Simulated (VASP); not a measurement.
Hf: single point with r2SCAN

Crystal: Hf.

```
Hf
1.0
     3.19799    0.00000    0.00000
    -1.59900    2.76954    0.00000
     0.00000    0.00000    5.04908
Hf
2
Cartesian
  0.0000 1.8464 1.2623
  1.5990 0.9232 3.7868
```

| Item | Value |
| --- | --- |
| Program | VASP 6.6.1 |
| Task | single point |
| Functional | r2SCAN |
| Potentials or basis | VASP PAW PBE potentials, release 64 (Hf_pv) |
| Cutoff | 520 eV |
| k mesh | 16 × 16 × 9 |
| Occupations | fermi-dirac, width 0.05 eV |
| Spin | no spin polarisation |

```yaml
Pressure: -0.6 GPa
Band_gap_on_the_k_mesh: zero (band 10 reaches 6.16 eV, above the bottom of band 11 at 4.35 eV)
```

Stress tensor (GPa, compression positive):
```
-0.54  0.00  0.00
 0.00 -0.54  0.00
 0.00  0.00 -0.68
```

Levels at points of the mesh, in eV from the Fermi level:
| k point | band 8 | band 9 | band 10 | band 11 | band 12 | band 13 |
| --- | --- | --- | --- | --- | --- | --- |
| (0.00, 0.00, 0.00) | -3.85 | 0.42 | 1.32 | 1.32 | 1.65 | 2.20 |
| (0.50, 0.00, 0.00) | -2.86 | -2.33 | -1.03 | 0.93 | 0.96 | 1.82 |

It took 3.9 min on 1 thread of Intel(R) Xeon(R) Platinum 8375C CPU @ 2.90GHz (Ice Lake), on a shared host, peak memory 0.24 GiB.

Caveat: the PAW data sets were made with another functional, which shifts forces and pressure a little; spin-orbit coupling is left out, which moves the levels of the heavy elements.
